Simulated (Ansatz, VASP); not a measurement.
# SiO2 in VASP and in Ansatz

```
Si O
1.0
     0.00000    3.51675    3.51675
     3.51675    0.00000    3.51675
     3.51675    3.51675    0.00000
Si O
2 4
Direct
  0.50000 0.50000 0.50000
  0.75000 0.75000 0.75000
  0.62500 0.62500 0.62500
  0.12500 0.62500 0.62500
  0.62500 0.62500 0.12500
  0.62500 0.12500 0.62500
```

Alike in both runs: task single point; functional PBE; k mesh 6 × 6 × 6; occupations gaussian, width 0.02 eV; no spin polarisation.

|  | VASP | Ansatz |
| --- | --- | --- |
| version | VASP 6.6.1 | Ansatz 0.2.0 |
| potentials or method | VASP PAW PBE potentials, release 64 (Si, O), cutoff 520 eV | scalar-relativistic, plane waves, PAW |
| valence electrons in the cell | 32 | 32 |

VASP gave:

- gap on the k mesh at the Fermi level (eV): 5.69
- least direct gap on the mesh (eV): 5.70
- pressure (GPa): 36.5

Problem. What did Ansatz give for the same quantities?

Solution. gap on the k mesh at the Fermi level (eV): 5.70; least direct gap on the mesh (eV): 5.71; pressure (GPa): 36.3.

Both programs put the cell under a high pressure, so it lies far from rest at this level.
